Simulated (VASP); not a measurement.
Crystal: GaN (ke600).

```xyz
2
Lattice="0.0000 2.2535 2.2535 2.2535 0.0000 2.2535 2.2535 2.2535 0.0000" Properties=species:S:1:pos:R:3 pbc="T T T"
Ga    0.0000    0.0000    0.0000
N     1.1268    1.1268    1.1268
```

```yaml
Program: VASP 6.6.1
Task: relaxation of cell and atoms
Functional: LDA
Potentials_or_basis: VASP PAW LDA potentials, release 64 (Ga_d, N)
Cutoff: 600 eV
k_mesh: 10 × 10 × 10
Occupations: gaussian, width 0.02 eV
Spin: no spin polarisation
```

At the start: pressure -5.6 GPa; volume 11.44 Å³/atom.

**Question.** How do energy, volume and symmetry change on relaxing?

**Answer.** Over 3 steps the energy falls by 6.0 meV/atom and the volume is 11.11 Å³/atom (-2.9 %); space group F-43m (No. 216, to 0.05 Å).

Step by step:
| step | energy change (eV) | largest force (eV/Å) | pressure (GPa) | volume (Å³) |
| --- | --- | --- | --- | --- |
| 1 | 0.0000 | 0.0000 | -5.60 | 22.89 |
| 2 | -0.0003 | 0.0000 | 6.11 | 21.59 |
| 3 | -0.0120 | 0.0000 | 0.01 | 22.22 |

Final structure:
```
Ga N
1.0
     0.00000    2.23142    2.23142
     2.23142    0.00000    2.23142
     2.23142    2.23142    0.00000
Ga N
1 1
Cartesian
  0.0000 0.0000 0.0000
  1.1157 1.1157 1.1157
```
